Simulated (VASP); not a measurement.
# Si20H10CF2 in VASP: further runs, part 2 of 2

VASP 6.6.1. The steps go on from the part before.

### Step 3. Single point, PBEsol

The input, INCAR:

```
SYSTEM = Si20H10CF2
PREC = Accurate ; ENCUT = 520
EDIFF = 1E-6 ; ISMEAR = -1
SIGMA = 0.05 ; LREAL = Auto
LASPH = .TRUE. ; NELM = 100
ALGO = Normal ; ISIF = 2
LWAVE = .FALSE. ; LCHARG = .FALSE.
GGA = PS ; NBANDS = 76
```

The input, KPOINTS:

```
regular mesh
0
G
  1 1 1
  0 0 0
```

The input, POSCAR:

```
Si20H10CF2
1.0
    7.6791800000      0.0000000000      0.0000000000
    0.0000000000      7.6791800000      0.0000000000
    0.0000000000      0.0000000000     22.2543620000
H Si C F
10 20 1 2
Direct
    0.4093926695      0.0000000000      0.0449350109
    0.0906086327      0.0000000000      0.0449350109
    0.9093939718      0.0000000000      0.0449350109
    0.5906099349      0.0000000000      0.0449350109
    0.4093926695      0.5000013022      0.0449350109
    0.0906086327      0.5000013022      0.0449350109
    0.9093939718      0.5000013022      0.0449350109
    0.5906099349      0.5000013022      0.0449350109
    0.2340744715      0.4614815644      0.3794402194
    0.8049817819      0.5184928599      0.3636320826
    0.2500006511      0.0000000000      0.0838262629
    0.7500019533      0.0000000000      0.0838262629
    0.2500006511      0.5000013022      0.0838262629
    0.7500019533      0.5000013022      0.0838262629
    0.2507559401      0.2517195846      0.1377258085
    0.7485955532      0.2528915848      0.1378920681
    0.2517326069      0.7488299532      0.1470677973
    0.7491164421      0.7464338640      0.1470767843
    0.0007422668      0.2556913629      0.1936429362
    0.4989595243      0.2598584745      0.1951797135
    0.0004427556      0.7301821288      0.2060584797
    0.5003138356      0.7288408398      0.2079592306
    0.0024612003      0.0123841348      0.2562913284
    0.5013295690      0.0139468016      0.2560621599
    0.0078914676      0.4849866783      0.2599400513
    0.4994022799      0.4880338786      0.2659119143
    0.2525530070      0.1103633461      0.3008443918
    0.7482569754      0.1162884579      0.3027091947
    0.2499225178      0.4162163148      0.3134711298
    0.7587789321      0.4250193380      0.3056479444
    0.6250927833      0.2727895426      0.4032467882
    0.5741107775      0.4376639172      0.4144670604
    0.7874668910      0.2612648746      0.4250986840
```

Potentials or basis: VASP PAW PBE potentials, release 64 (H, Si, C, F).

Run with:

```sh
$ cat potpaw_PBE.64/H/POTCAR potpaw_PBE.64/Si/POTCAR potpaw_PBE.64/C/POTCAR potpaw_PBE.64/F/POTCAR > POTCAR
$ mpirun -np 1 vasp_gam > vasp.out
```

OUTCAR:

```text
SYSTEM = Si20H10CF2
   PREC = Accurate
   ENCUT = 520
   EDIFF = 1E-6
   ISMEAR = -1
   LREAL = Auto
   LASPH = .TRUE.
   NELM = 100
   ISIF = 2
   GGA = PS

 ion  position               nearest neighbor table
   1  0.409  0.000  0.045-  11 1.50
   2  0.091  0.000  0.045-  11 1.50
   3  0.909  0.000  0.045-  12 1.50
   4  0.591  0.000  0.045-  12 1.50
   5  0.409  0.500  0.045-  13 1.50
   6  0.091  0.500  0.045-  13 1.50
   7  0.909  0.500  0.045-  14 1.50
   8  0.591  0.500  0.045-  14 1.50
   9  0.234  0.461  0.379-  29 1.51
  10  0.805  0.518  0.364-  30 1.52
  11  0.250  0.000  0.084-   1 1.50   2 1.50  15 2.27  17 2.39
  12  0.750  0.000  0.084-   4 1.50   3 1.50  16 2.28  18 2.40
  13  0.250  0.500  0.084-   5 1.50   6 1.50  15 2.25  17 2.37
  14  0.750  0.500  0.084-   8 1.50   7 1.50  16 2.25  18 2.36
  15  0.251  0.252  0.138-  13 2.25  11 2.27  19 2.29  20 2.30
  16  0.749  0.253  0.138-  14 2.25  12 2.28  19 2.30  20 2.30
[... 8 lines left out ...]
  25  0.008  0.485  0.260-  30 2.22  21 2.23  29 2.27  19 2.30
  26  0.499  0.488  0.266-  30 2.23  22 2.25  29 2.26  20 2.36
  27  0.253  0.110  0.301-  24 2.28  23 2.29  29 2.37
[... 237 lines left out ...]
  band No.  band energies     occupation
      1     -29.4138      2.00000
      2     -27.6923      2.00000
      3     -13.6978      2.00000
      4     -13.1620      2.00000
      5     -11.9025      2.00000
      6     -11.2884      2.00000
[... 58 lines left out ...]
     65       1.1609      0.00000
     66       1.2119      0.00000
 [bands above 66 left out]

------------------------ aborting loop because EDIFF is reached ----------------------------------------

  FORCE on cell =-STRESS in cart. coord.  units (eV):
  Direction    XX          YY          ZZ          XY          YZ          ZX
  --------------------------------------------------------------------------------------
  -------------------------------------------------------------------------------------
  Total       39.6737101     12.6709465      7.2759087      0.2301841     -9.3583718     -1.3825879
  in kB       48.4360317     15.4694473      8.8828633      0.2810225    -11.4252585     -1.6879457
  external PRESSURE =      24.2627808 kB  Pullay stress =       0.0000000 kB

 VOLUME and BASIS-vectors are now :
 -----------------------------------------------------------------------------
  energy-cutoff  :      520.00
  volume of cell :     1312.34
      direct lattice vectors                 reciprocal lattice vectors
     7.679180000  0.000000000  0.000000000     0.130222237  0.000000000  0.000000000
     0.000000000  7.679180000  0.000000000     0.000000000  0.130222237  0.000000000
     0.000000000  0.000000000 22.254362000     0.000000000  0.000000000  0.044935011

 POSITION                                       TOTAL-FORCE (eV/Angst)
 -----------------------------------------------------------------------------------
      3.14380      0.00000      1.00000        -0.792662     -0.127830     -0.001546
      0.69580      0.00000      1.00000         0.798572     -0.112024      0.076969
      6.98340      0.00000      1.00000        -0.799343     -0.105709      0.104403
      4.53540      0.00000      1.00000         0.773311     -0.118208      0.065072
      3.14380      3.83960      1.00000        -0.796041      0.124821      0.041593
      0.69580      3.83960      1.00000         0.817484      0.134502      0.014482
[... 25 lines left out ...]
      4.40870      3.36090      9.22370        -0.234371     -0.442345      0.488660
      6.04710      2.00630      9.46030        -0.148322     -0.027154      0.978070
 -----------------------------------------------------------------------------------
    total drift:                                0.006389     -0.016268      0.014771

  FREE ENERGIE OF THE ION-ELECTRON SYSTEM (eV)
  ---------------------------------------------------
  free  energy   TOTEN  =      -149.3196001814 eV

  energy  without entropy=     -149.2535917276  energy(sigma->0) =     -149.28659595
```

OSZICAR:

```text
N       E                     dE             d eps       ncg     rms          rms(c)
DAV:   1     0.715632874706E+03    0.71563E+03   -0.42035E+04   152   0.112E+03
DAV:   2    -0.606024925701E+02   -0.77624E+03   -0.72841E+03   188   0.219E+02
DAV:   3    -0.153362583941E+03   -0.92760E+02   -0.89989E+02   216   0.748E+01
[... 21 lines left out ...]
DAV:  25    -0.149319585303E+03   -0.16526E-04   -0.51759E-07   136   0.254E-03    0.961E-04
DAV:  26    -0.149319595255E+03   -0.99512E-05   -0.71288E-07   136   0.221E-03    0.354E-04
DAV:  27    -0.149319598220E+03   -0.29649E-05   -0.94621E-08   128   0.854E-04    0.224E-04
DAV:  28    -0.149319599594E+03   -0.13743E-05   -0.46347E-08   104   0.565E-04    0.108E-04
DAV:  29    -0.149319600181E+03   -0.58756E-06   -0.12068E-08   120   0.316E-04
   1 F= -.14931960E+03 E0= -.14928660E+03  d E =-.660085E-01
```

It took 4 min on 1 thread of AMD EPYC 7R13 (Zen 3), shared host; peak memory 1.1 GiB.

Results:

```
Free energy   : -149.3196 eV
Largest force : 1.929 eV/Å
```

Forces on the atoms (eV/Å):
```
H   -0.793 -0.128 -0.002
H    0.799 -0.112  0.077
H   -0.799 -0.106  0.104
H    0.773 -0.118  0.065
H   -0.796  0.125  0.042
H    0.817  0.135  0.014
H   -0.818  0.119  0.006
H    0.815  0.111  0.006
H    0.022 -0.040 -0.186
H   -0.143 -0.302 -0.255
Si   0.174 -0.499 -0.154
Si  -0.083 -0.475 -0.004
Si  -0.062  0.619 -0.413
Si   0.018  0.579 -0.552
Si  -0.008 -0.156  0.314
Si   0.032 -0.102  0.396
Si  -0.004  0.019 -0.272
Si   0.012 -0.021 -0.249
Si   0.004 -0.085 -0.176
Si  -0.010  0.079  0.034
Si  -0.014  1.870 -0.170
Si   0.015  1.915 -0.230
Si  -0.015 -0.851  0.328
Si  -0.085 -0.915  0.138
Si   0.424  0.057 -0.939
Si  -0.071  0.107 -0.776
Si   0.045 -0.307  0.212
Si  -0.050 -0.228  0.251
Si  -0.161 -0.484  0.813
Si   0.182  0.103  0.608
C    0.166 -0.438 -0.498
F   -0.234 -0.442  0.489
F   -0.148 -0.027  0.978
```

Caveat: the k points lie up to 0.82 Å⁻¹ apart; the PAW data sets were made with another functional, which shifts forces and pressure a little.

### Step 4. Single point, PBEsol

The input, INCAR:

```
PREC = Accurate ; ENCUT = 520
EDIFF = 1E-7 ; ISMEAR = -1
SIGMA = 0.05 ; LREAL = Auto
LASPH = T ; NELM = 60
ALGO = Normal ; ISIF = 2
LWAVE = F ; LCHARG = F
GGA = PS ; NBANDS = 76
```

The input, KPOINTS:

```
Automatic mesh
0
Gamma
  1 1 1
```

The input, POSCAR:

```
Si20H10CF2
1.0
    7.6791800000      0.0000000000      0.0000000000
    0.0000000000      7.6791800000      0.0000000000
    0.0000000000      0.0000000000     22.2543620000
H Si C F
10 20 1 2
Direct
    0.4093926695      0.0000000000      0.0449350109
    0.0906086327      0.0000000000      0.0449350109
    0.9093939718      0.0000000000      0.0449350109
    0.5906099349      0.0000000000      0.0449350109
    0.4093926695      0.5000013022      0.0449350109
    0.0906086327      0.5000013022      0.0449350109
    0.9093939718      0.5000013022      0.0449350109
    0.5906099349      0.5000013022      0.0449350109
    0.2219638034      0.4461674293      0.3765419112
    0.7870632021      0.5281162832      0.3553056250
    0.2500006511      0.0000000000      0.0838262629
    0.7500019533      0.0000000000      0.0838262629
    0.2500006511      0.5000013022      0.0838262629
    0.7500019533      0.5000013022      0.0838262629
    0.2537119849      0.2458726062      0.1389120928
    0.7451707083      0.2525009181      0.1397928190
    0.2510945179      0.7599899989      0.1401972341
    0.7500410200      0.7551327095      0.1408892333
    0.0004688001      0.2354418050      0.1906907059
    0.4977354353      0.2561080740      0.1958627257
   -0.0015887113      0.7712802669      0.1964963094
    0.5039209916      0.7652900440      0.1976151911
    0.0089072010      0.0181269354      0.2591357146
    0.4945970794      0.0230884027      0.2530335401
    0.0366836042      0.5083355254      0.2429276562
    0.4945319683      0.5174510820      0.2565384710
    0.2550923406      0.1005315672      0.3006601582
    0.7395971966      0.1062483234      0.3021879486
    0.2508601179      0.3941566678      0.3089641482
    0.7772835120      0.4506470743      0.2884737833
    0.7261452395      0.2400907389      0.3678110386
    0.5696832214      0.3108535026      0.3727359158
    0.8030935595      0.2036806013      0.4174732127
```

Run with:

```sh
$ cat potpaw_PBE.64/H/POTCAR potpaw_PBE.64/Si/POTCAR potpaw_PBE.64/C/POTCAR potpaw_PBE.64/F/POTCAR > POTCAR
$ mpirun -np 1 vasp_gam > vasp.out
```

Wall time 4.2 min (1 thread of AMD EPYC 7R13 (Zen 3), shared host); peak memory 1.1 GiB.

Results (log left out):

| Quantity | Value |
| --- | --- |
| Free energy | -150.0276 eV |
| Largest force | 2.401 eV/Å |

Forces in eV/Å, atoms in the order of the input:
```
H   -0.718 -0.116 -0.179
H    0.735 -0.063  0.013
H   -0.738 -0.034  0.038
H    0.684 -0.102 -0.039
H   -0.762  0.101  0.054
H    0.808  0.140  0.046
H   -0.824  0.090  0.021
H    0.806  0.117  0.003
H    0.150 -0.040 -0.914
H    0.076 -0.235 -0.761
Si   0.413  0.413 -1.316
Si  -0.169  0.552 -0.705
Si  -0.072  0.141 -0.167
Si   0.055  0.254 -0.567
Si  -0.195  0.112  0.231
Si   0.126 -0.234  0.354
Si  -0.014 -0.690  0.371
Si   0.058 -0.558  0.048
Si   0.155  1.484 -0.001
Si  -0.068  1.762 -0.423
Si   0.245  0.139  0.621
Si  -0.155  0.182  0.550
Si  -0.741 -0.698 -0.013
Si  -0.471 -1.095 -0.034
Si  -0.361 -1.462  0.356
Si   0.172 -1.387  0.185
Si  -0.028 -0.163  0.629
Si   1.824 -0.431 -1.500
Si   0.097  1.459  0.236
Si  -0.273  0.221  1.112
C   -0.377 -1.197 -2.003
F   -1.287  0.495  1.717
F    0.849  0.844  2.040
```

Levels at points of the mesh, in eV from the Fermi level:
```tsv
k point	band 51	band 52	band 53	band 54	band 55	band 56	band 57	band 58
(0.00, 0.00, 0.00)	-1.34	-1.13	-0.78	-0.19	0.21	0.25	0.95	1.04
```

Caveat: the k points lie up to 0.82 Å⁻¹ apart; the PAW data sets were made with another functional, which shifts forces and pressure a little.

### Step 5. The runs side by side

| cell | largest force (eV/Å) |
| --- | --- |
| as given, atomic positions A | 2.13 |
| as given, atomic positions B | 1.93 |
| as given, atomic positions C | 2.40 |

Alike in all rows: task single point; level PBEsol; potentials or basis VASP PAW PBE potentials, release 64 (H, Si, C, F); no spin polarisation; k mesh 1 × 1 × 1; cutoff (eV) 520; smearing fermi-dirac 0.05 eV.

Caveats: all runs use coarse meshes; the PAW data sets were made with another functional, which shifts forces and pressure a little.

Absolute energies hang on the potentials; compare differences alone.
